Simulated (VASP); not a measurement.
# Ti3SiN3 in VASP: a series of runs

The runs below take Ti3SiN3 through single point, with PBE.

All numbers are computed with VASP 6.6.1; they aren't measurements. Logs are shortened: lines on timing, memory, paths and dates and some standing lists are left out, and cuts for length are marked.

## 1. The cell of the first run

The cell holds a slab with vacuum, 7 atoms: a = 3.003 Å, b = 3.003 Å, c = 19.758 Å, α = 90.00°, β = 90.00°, γ = 90.00°.

## 2. Single point, PBE

Input file INCAR:

```
PREC = Accurate
ENCUT = 520
EDIFF = 1E-7
ISMEAR = 0
SIGMA = 0.1
LREAL = F
LASPH = T
NELM = 60
ALGO = Normal
ISIF = 2
LWAVE = F
LCHARG = T
LDIPOL = T
IDIPOL = 3
DIPOL = 0.5 0.5 0.337
GGA = PE
LELF = T
LVHAR = T
LVACPOTAV = T
NBANDS = 36
```

Input file KPOINTS:

```
regular mesh
0
Gamma
  9 9 1
```

Input file POSCAR:

```
Ti3SiN3
1.0
    3.0028555065      0.0000000000      0.0000000000
    0.0000000000      3.0028555065      0.0000000000
    0.0000000000      0.0000000000     19.7584945265
Ti N Si
3 3 1
Direct
    0.5000000000      0.5000000000      0.2024445736
    0.0000000000      0.0000000000      0.3072496201
    0.5000000000      0.5000000000      0.4076776418
    0.0000000000      0.0000000000      0.2024445736
    0.5000000000      0.5000000000      0.3055678856
    0.0000000000      0.0000000000      0.4179718508
    0.0000000000      0.1250000000      0.5127245848
```

Potentials or basis: VASP PAW PBE potentials, release 64 (Ti_sv, N, Si).

Started as:

```sh
cat potpaw_PBE.64/Ti_sv/POTCAR potpaw_PBE.64/N/POTCAR potpaw_PBE.64/Si/POTCAR > POTCAR
mpirun -np 1 vasp_std > vasp.out
```

OUTCAR:

```text
PREC = Accurate
   ENCUT = 520
   EDIFF = 1E-7
   ISMEAR = 0
   LREAL = F
   LASPH = T
   NELM = 60
   ISIF = 2
   GGA = PE

 ion  position               nearest neighbor table
   1  0.500  0.500  0.202-   5 2.04   4 2.12   4 2.12   4 2.12   4 2.12
   2  0.000  0.000  0.307-   4 2.07   5 2.12   5 2.12   5 2.12   5 2.12   6 2.19   3 2.91   3 2.91
                             3 2.91   3 2.91
   3  0.500  0.500  0.408-   5 2.02   6 2.13   6 2.13   6 2.13   6 2.13   7 2.80   7 2.80   2 2.91
                             2 2.91   2 2.91   2 2.91
   4  0.000  0.000  0.202-   2 2.07   1 2.12   1 2.12   1 2.12   1 2.12
   5  0.500  0.500  0.306-   3 2.02   1 2.04   2 2.12   2 2.12   2 2.12   2 2.12
   6  0.000  0.000  0.418-   7 1.91   3 2.13   3 2.13   3 2.13   3 2.13   2 2.19
   7  0.000  0.125  0.513-   6 1.91   3 2.80   3 2.80

  LATTYP: Found a simple tetragonal cell.
 ALAT       =     3.0028555065
 C/A-ratio  =     6.5799018580

  Lattice vectors:

 A1 = (   3.0028555065,   0.0000000000,   0.0000000000)
 A2 = (   0.0000000000,   3.0028555065,   0.0000000000)
 A3 = (   0.0000000000,   0.0000000000,  19.7584945265)

Analysis of symmetry for initial positions (statically):
=====================================================================
 Subroutine PRICEL returns:
 Original cell was already a primitive cell.

 Routine SETGRP: Setting up the symmetry group for a
 simple tetragonal supercell.

 Subroutine GETGRP returns: Found  2 space group operations
 (whereof  2 operations were pure point group operations)
 out of a pool of 16 trial point group operations.

The static configuration has the point symmetry C_1h.

Analysis of symmetry for dynamics (positions and initial velocities):
=====================================================================
 Subroutine PRICEL returns:
 Original cell was already a primitive cell.

 Routine SETGRP: Setting up the symmetry group for a
 simple tetragonal supercell.

 Subroutine GETGRP returns: Found  2 space group operations
 (whereof  2 operations were pure point group operations)
 out of a pool of 16 trial point group operations.

The dynamic configuration has the point symmetry C_1h.

 Subroutine INISYM returns: Found  2 space group operations
 (whereof  2 operations are pure point group operations),
 and found     1 'primitive' translations

----------------------------------------------------------------------------------------

                                     Primitive cell
[... 110 lines left out ...]
   PSTRESS=    0.0 pullay stress
   NELECT =      55.0000    total number of electrons
   NUPDOWN=      -1.0000    fix difference up-down
   EMIN   =  10.00;   EMAX   =-10.00  energy-range for DOS
   EFERMI =   0.00;   METHOD = LEGACY
   ISMEAR =     0;   SIGMA  =   0.10  broadening in eV -4-tet -1-fermi 0-gaus
   EFERMI_NEDOS =   21; number of points for ismear=-14 and -15
   IALGO  =     38    algorithm
   IMIX   =      4    mixing-type and parameters
     AMIX     =   0.40;   BMIX     =  1.00
     AMIX_MAG =   1.60;   BMIX_MAG =  1.00
  volume/ion in A,a.u.               =      25.45       171.76
  Fermi-wavevector in a.u.,A,eV,Ry     =   1.106424  2.090838 16.655892  1.224174
  Thomas-Fermi vector in A             =   2.242924
   LORBIT       =      0    0 simple, 1 ext, 2 COOP (PROOUT), +10 PAW based schemes
   GGA     = PE    functional components
   LHFCALC =     F    Hartree Fock is set to
   AEXX    =    0.0000 exact exchange contribution
   IVDW    =     0    specifies the selected vdW correction
   LEPSILON=     F    determine dielectric tensor
   LRPA    =     F    only Hartree local field effects (RPA)
 non-spin polarized calculation
 Gauss-broadening in eV      SIGMA  =   0.10
  energy-cutoff  :      520.00
  volume of cell :      178.17
 maximum number of plane-waves:      4826
 NGX is ok and might be reduce to    24
   NGX = 11   NGY = 11   NGZ = 73

 dipolmoment           0.000000      0.000000     -0.450222 electrons x Angstroem

 number of electron      55.0000000 magnetization

 dipolmoment           0.000000      0.000000      0.086382 electrons x Angstroem

 Free energy of the ion-electron system (eV)
  ---------------------------------------------------
  ext. energy  EPLUGINS =         0.00000000
  ---------------------------------------------------
  free energy    TOTEN  =       -61.99680179 eV

  energy without entropy =      -61.97624126  energy(sigma->0) =      -61.98652153

 E-fermi :   2.5283     XC(G=0):  -6.0934

 val. band max:        2.5168818597   @ k =   0.1111   0.0000   0.0000
 cond. band min:       2.5530021097   @ k =   0.0000   0.0000   0.0000
 fundamental gap:      0.0361202500
 Fermi energy:         2.5282658566

 k-point     1 :       0.0000    0.0000    0.0000
  band No.  band energies     occupation
      1     -55.3379      2.00000
      2     -55.1173      2.00000
      3     -55.0131      2.00000
      4     -31.7990      2.00000
      5     -31.4982      2.00000
      6     -31.4344      2.00000
[... 925 lines left out ...]
     35       4.8846      0.00000
     36       4.9928      0.00000

 [... further k-points ...]

------------------------ aborting loop because EDIFF is reached ----------------------------------------

  FORCE on cell =-STRESS in cart. coord.  units (eV):
  Direction    XX          YY          ZZ          XY          YZ          ZX
  --------------------------------------------------------------------------------------
  -------------------------------------------------------------------------------------
  Total       -2.3343305     -2.6353913      0.8403665      0.0000000     -1.1444401      0.0000000
  in kB      -20.9918250    -23.6991608      7.5571244      0.0000000    -10.2915532      0.0000000
  external PRESSURE =     -12.3779538 kB  Pullay stress =       0.0000000 kB

 VOLUME and BASIS-vectors are now :
 -----------------------------------------------------------------------------
  energy-cutoff  :      520.00
  volume of cell :      178.17
      direct lattice vectors                 reciprocal lattice vectors
     3.002855506  0.000000000  0.000000000     0.333016357  0.000000000  0.000000000
     0.000000000  3.002855506  0.000000000     0.000000000  0.333016357  0.000000000
     0.000000000  0.000000000 19.758494527     0.000000000  0.000000000  0.050611143

 POSITION                                       TOTAL-FORCE (eV/Angst)
 -----------------------------------------------------------------------------------
      1.50143      1.50143      4.00000         0.000000     -0.029724      1.477869
      0.00000      0.00000      6.07079         0.000000      0.032004      0.028939
      1.50143      1.50143      8.05510         0.000000      0.258231      0.591367
      0.00000      0.00000      4.00000         0.000000     -0.016166     -1.556530
      1.50143      1.50143      6.03756         0.000000      0.025949     -0.330536
      0.00000      0.00000      8.25849         0.000000      0.349014     -0.216114
      0.00000      0.37536     10.13067         0.000000     -0.619307      0.005005
 -----------------------------------------------------------------------------------
    total drift:                                0.000000      0.000090      0.000272

  FREE ENERGIE OF THE ION-ELECTRON SYSTEM (eV)
  ---------------------------------------------------
  free  energy   TOTEN  =       -61.9968017868 eV

  energy  without entropy=      -61.9762412647  energy(sigma->0) =      -61.98652153

 vacuum level on the upper side and lower side of the slab         6.791         5.057
```

OSZICAR:

```text
N       E                     dE             d eps       ncg     rms          rms(c)
DAV:   1     0.710499859990E+03    0.71050E+03   -0.28268E+04  1952   0.153E+03
DAV:   2     0.371287472695E+02   -0.67337E+03   -0.65573E+03  2048   0.474E+02
DAV:   3    -0.669265305167E+02   -0.10406E+03   -0.10293E+03  2756   0.171E+02
[... 22 lines left out ...]
DAV:  26    -0.619967989469E+02   -0.42241E-05   -0.75795E-07  1960   0.492E-03    0.143E-03
DAV:  27    -0.619968012924E+02   -0.23455E-05   -0.54365E-07  1604   0.319E-03    0.570E-04
DAV:  28    -0.619968015852E+02   -0.29279E-06   -0.94255E-08  1384   0.150E-03    0.392E-04
DAV:  29    -0.619968017388E+02   -0.15365E-06   -0.38204E-08  1344   0.979E-04    0.165E-04
DAV:  30    -0.619968017868E+02   -0.47950E-07   -0.19148E-08  1240   0.651E-04
   1 F= -.61996802E+02 E0= -.61986522E+02  d E =-.205605E-01
```

stdout:

```text
POSCAR found type information on POSCAR TiN Si
 POSCAR found :  3 types and       7 ions
 scaLAPACK will be used
 LDA part: xc-table for (Slater+PW92), standard interpolation
 POSCAR, INCAR and KPOINTS ok, starting setup
 FFT: planning ... GRIDC
 FFT: planning ... GRID_SOFT
 FFT: planning ... GRID
 WAVECAR not read
 entering main loop
 -----------------------------------------------------------------------------
|                                                                             |
|           W    W    AA    RRRRR   N    N  II  N    N   GGGG   !!!           |
|           W    W   A  A   R    R  NN   N  II  NN   N  G    G  !!!           |
|           W    W  A    A  R    R  N N  N  II  N N  N  G       !!!           |
|           W WW W  AAAAAA  RRRRR   N  N N  II  N  N N  G  GGG   !            |
|           WW  WW  A    A  R   R   N   NN  II  N   NN  G    G                |
|           W    W  A    A  R    R  N    N  II  N    N   GGGG   !!!           |
|                                                                             |
|     Did not find any points to average over, which means that no vacuum     |
|     field-free region was found. Please increase the size of  your cell     |
|     in the dimension of the dipole correction to obtain accurate            |
|     workfunction values.                                                    |
|                                                                             |
 -----------------------------------------------------------------------------
```

It took 8.3 min on 1 thread of Intel Xeon Platinum 8488C (Sapphire Rapids), shared host; peak memory 0.35 GiB.

Results:

- Free energy: -61.9968 eV
- Largest force: 1.557 eV/Å

Forces in eV/Å, atoms in the order of the input:
```
Ti   0.000 -0.030  1.478
Ti   0.000  0.032  0.029
Ti   0.000  0.258  0.591
N    0.000 -0.016 -1.557
N    0.000  0.026 -0.331
N    0.000  0.349 -0.216
Si   0.000 -0.619  0.005
```

Levels at points of the mesh, in eV from the Fermi level:
```tsv
k point	band 25	band 26	band 27	band 28	band 29	band 30	band 31	band 32
(0.00, 0.00, 0.00)	-2.29	-2.29	-1.84	-0.81	-0.17	-0.02	0.02	0.73
```

## 3. Single point, PBE

Input file INCAR:

```
PREC = Accurate
ENCUT = 520
EDIFF = 1E-6
ISMEAR = 0
SIGMA = 0.1
LREAL = F
LASPH = T
NELM = 80
ALGO = Normal
ISIF = 2
LWAVE = F
LCHARG = F
LDIPOL = T
IDIPOL = 3
DIPOL = 0.5 0.5 0.338
GGA = PE
NBANDS = 36
```

Input file KPOINTS:

```
Automatic mesh
0
Gamma
  9 9 1
```

POSCAR, as its differences from that of step 2:

```diff
@@ -14,2 +14,2 @@
     0.0000000000      0.0000000000      0.4179718508
-    0.0000000000      0.1250000000      0.5127245848
+    0.0000000000      0.3750000000      0.5254802468
```

Potentials or basis: VASP PAW PBE potentials, release 64 (Ti_sv, N, Si).

Started as:

```sh
cat potpaw_PBE.64/Ti_sv/POTCAR potpaw_PBE.64/N/POTCAR potpaw_PBE.64/Si/POTCAR > POTCAR
mpirun -np 1 vasp_std > vasp.out
```

Run time: 6.5 min. Hardware: 1 thread of Intel Xeon Platinum 8488C (Sapphire Rapids), shared host; peak memory 0.35 GiB.

It converged, with:

```
Free energy   : -61.4069 eV
Largest force : 1.573 eV/Å
```

Forces in eV/Å, atoms in the order of the input:
```
Ti   0.000  0.000  1.518
Ti   0.000  0.095  0.029
Ti   0.000  0.064  0.855
N    0.000 -0.029 -1.573
N    0.000 -0.017 -0.516
N    0.000  0.330 -0.310
Si   0.000 -0.444 -0.003
```

Levels at points of the mesh, in eV from the Fermi level:
| k point | band 25 | band 26 | band 27 | band 28 | band 29 | band 30 | band 31 | band 32 |
| --- | --- | --- | --- | --- | --- | --- | --- | --- |
| (0.00, 0.00, 0.00) | -2.23 | -2.20 | -1.77 | -0.78 | -0.42 | 0.04 | 0.09 | 0.77 |

## 4. Single point, PBE

Input file INCAR:

```
ALGO = Normal ; DIPOL = 0.5 0.5 0.340
EDIFF = 1E-6 ; ENCUT = 520
GGA = PE ; IDIPOL = 3
ISIF = 2 ; ISMEAR = 0
LASPH = True ; LCHARG = False
LDIPOL = True ; LREAL = False
LWAVE = False ; NBANDS = 36
NELM = 100 ; PREC = Accurate
SIGMA = 0.1
```

Input file KPOINTS:

```
k-points
0
Gamma
  9 9 1
```

POSCAR, as its differences from that of step 3:

```diff
@@ -14,2 +14,2 @@
     0.0000000000      0.0000000000      0.4179718508
-    0.0000000000      0.3750000000      0.5254802468
+    0.1250000000      0.5000000000      0.5374247409
```

Started as:

```sh
cat potpaw_PBE.64/Ti_sv/POTCAR potpaw_PBE.64/N/POTCAR potpaw_PBE.64/Si/POTCAR > POTCAR
mpirun -np 1 vasp_std > vasp.out
```

Run time: 6.9 min. Hardware: 1 thread of Intel Xeon Platinum 8488C (Sapphire Rapids), shared host; peak memory 0.35 GiB.

The run converged. Its results:

```yaml
Free_energy: -61.3100 eV
Largest_force: 1.626 eV/Å
```

Forces on the atoms (eV/Å):
```
Ti  -0.025  0.000  1.538
Ti   0.031  0.000 -0.058
Ti   0.220  0.000  1.343
N    0.007  0.000 -1.626
N   -0.038  0.000 -0.369
N   -0.023  0.000 -0.846
Si  -0.172  0.000  0.018
```

Levels at points of the mesh, in eV from the Fermi level:
| k point | band 23 | band 24 | band 25 | band 26 | band 27 | band 28 | band 29 | band 30 | band 31 | band 32 |
| --- | --- | --- | --- | --- | --- | --- | --- | --- | --- | --- |
| (0.00, 0.00, 0.00) | -2.51 | -2.49 | -2.10 | -2.05 | -1.73 | -0.79 | -0.61 | 0.07 | 0.08 | 0.63 |
